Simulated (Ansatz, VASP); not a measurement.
# Mg4O in VASP and in Ansatz

```
Mg O
1.0
     3.14661    0.00000    0.00000
     0.00000    5.03889    0.00000
     0.00000    0.00000   20.58461
Mg O
4 1
Direct
  0.00000 0.75000 0.19432
  0.50000 0.25000 0.23845
  0.50000 0.75000 0.33061
  0.00000 0.25000 0.36846
  0.25000 0.50000 0.45833
```

Alike in both runs: task single point; functional LDA; k mesh 8 × 5 × 1; occupations gaussian, width 0.1 eV; no spin polarisation.

|  | VASP | Ansatz |
| --- | --- | --- |
| version | VASP 6.6.1 | Ansatz 0.2.0 |
| potentials or method | VASP PAW LDA potentials, release 64 (Mg, O), cutoff 520 eV | scalar-relativistic, plane waves, PAW |
| valence electrons in the cell | 14 | 46 |

|  | VASP | Ansatz | Ansatz less VASP |
| --- | --- | --- | --- |
| gap on the k mesh at the Fermi level (eV) | none | none | - |
| rms of the force components (eV/Å) | 1.173 | 1.174 | +0.0016 |

LDA's correlation is that of Perdew and Zunger in VASP and of Perdew and Wang (1992) in Ansatz. Atom by atom the forces differ by 0.008 eV/Å (rms over components). A gap of «none» marks a metal or a gap that the smearing closes. VASP's potentials hold 14 valence electrons a cell and Ansatz's 46, so a difference there can come from the potentials and not from the codes.
